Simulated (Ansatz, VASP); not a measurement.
One calculation of GaN, two programs

The input INCAR:

```
ALGO = Normal
EDIFF = 1E-8
ENCUT = 520
GGA = PE
ISIF = 2
ISMEAR = -1
LASPH = True
LCHARG = False
LEFG = True
LREAL = False
LWAVE = False
NBANDS = 16
NELM = 100
PREC = Accurate
SIGMA = 0.02
```

The input KPOINTS:

```
k-points
0
Gamma
  13 13 13
```

POSCAR

```
GaN
1.0
    0.0398500000      2.0124250000      2.0124250000
    2.0124250000      0.0398500000      2.0124250000
    2.0124250000      2.0124250000      0.0398500000
Ga N
1 1
Direct
    0.5000000000      0.5000000000      0.5000000000
    0.0000000000      0.0000000000      0.0000000000
```

Input for Ansatz:

```yaml
crystal:
  lattice:
    - [0.03985, 2.012425, 2.012425]
    - [2.012425, 0.03985, 2.012425]
    - [2.012425, 2.012425, 0.03985]
  atoms:
    - { symbol: Ga, position: [0.5, 0.5, 0.5] }
    - { symbol: "N", position: [0.0, 0.0, 0.0] }
kpoints:
  mp_grid: { grid: [13, 13, 13] }
scf:
  occupations: { method: fermi_dirac, width: 0.02 }
hamiltonian:
  xc: pbe
  pseudopotentials: { kind: all_electron, datasets: crystal }
output:
  forces: true
  stress: true
  eigenvalues: true
  efg: { contact_densities: true }
```

Change from the starting cell: equal xy, yz and zx shear strains of +2 %, crystal datasets.

Alike in both runs: task electric field gradients; functional PBE; k mesh 13 × 13 × 13; occupations fermi-dirac, width 0.02 eV; no spin polarisation.

|  | VASP | Ansatz |
| --- | --- | --- |
| version | VASP 6.6.1 | Ansatz 0.2.0 |
| potentials or method | VASP PAW PBE potentials, release 64 (Ga_d, N), cutoff 520 eV | all-electron PAW with datasets made for the crystal, scalar-relativistic |

VASP gave:

```
gap on the k mesh at the Fermi level (eV)                     : 1.79
pressure (GPa)                                                : 70.4
traceless stress, the component that is largest in VASP (GPa) : -5.43
size of Vzz on the site where it differs most (V/Å²)          : 4.1
```

Problem. Estimate Ansatz's values.

Solution. gap on the k mesh at the Fermi level (eV): 1.81; pressure (GPa): 69.2; traceless stress, the component that is largest in VASP (GPa): -5.45; size of Vzz on the site where it differs most (V/Å²): 6.6.

Both programs put the cell under a high pressure, so it lies far from rest at this level. Ansatz ran all-electron here, and VASP with PAW potentials.

Noted on VASP's run: the cell as given lies far from equilibrium.
